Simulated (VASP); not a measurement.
**Mg4Br: single point with PBE**

Crystal: Mg4Br.

```
Mg Br
1.0
     4.25428    0.00000    0.00000
     0.00000    4.25428    0.00000
     0.00000    0.00000    3.49689
Mg Br
4 1
Direct
  0.81550 0.00000 0.50000
  0.18450 0.00000 0.50000
  0.00000 0.81550 0.50000
  0.00000 0.18450 0.50000
  0.50000 0.50000 0.50000
```

The cell was generated, and may not be a known phase.

- Program: VASP 6.6.1
- Task: single point
- Functional: PBE
- Potentials or basis: VASP PAW PBE potentials, release 64 (Mg_sv, Br)
- Cutoff: 840 eV
- k mesh: 4 × 4 × 6
- Occupations: gaussian, width 0.1 eV
- Spin: no spin polarisation

The pressure is 476.1 GPa, the largest force is 169.227 eV/Å and the band gap on the k mesh is zero (an odd number of electrons rules out a gap without spin polarisation).

Forces in eV/Å, atoms in the order of the input:
```
Mg  -169.227    0.000    0.000
Mg   169.227    0.000    0.000
Mg     0.000 -169.227    0.000
Mg     0.000  169.227    0.000
Br     0.000    0.000    0.000
```

Stress tensor (GPa, compression positive):
```
713.19   0.00   0.00
  0.00 713.19   0.00
  0.00   0.00   1.83
```

Levels at points of the mesh, in eV from the Fermi level:
| k point | band 20 | band 21 | band 22 | band 23 | band 24 | band 25 | band 26 | band 27 |
| --- | --- | --- | --- | --- | --- | --- | --- | --- |
| (0.00, 0.00, 0.00) | -6.64 | -5.14 | -3.28 | 0.34 | 0.60 | 1.03 | 2.41 | 2.41 |
| (0.50, 0.00, 0.00) | -4.92 | -4.82 | -3.54 | -1.49 | -0.10 | 2.08 | 3.23 | 4.40 |
| (0.50, 0.50, 0.00) | -6.07 | -4.76 | 0.20 | 1.11 | 1.11 | 1.92 | 3.05 | 3.46 |
| (0.00, 0.00, 0.50) | -8.12 | -3.81 | -2.61 | -2.23 | 1.16 | 1.16 | 1.67 | 2.10 |
| (0.50, 0.00, 0.50) | -7.49 | -5.18 | -1.79 | -0.65 | -0.01 | 1.11 | 1.47 | 2.71 |
| (0.50, 0.50, 0.50) | -7.10 | -4.47 | -1.98 | -1.71 | -1.71 | 2.69 | 3.72 | 3.72 |

It took 76 s on 1 thread of Intel(R) Xeon(R) Platinum 8259CL CPU @ 2.50GHz (Skylake/Cascade Lake) (shared host), peak memory 0.27 GiB.

Caveat: the k points lie up to 0.37 Å⁻¹ apart, too coarse for converged energies and pressures of a metal; atoms lie so close that the PAW spheres overlap strongly, which falsifies energies and pressures; forces of over 1 eV/Å act on the atoms, so gaps and moduli don't describe the material at rest.
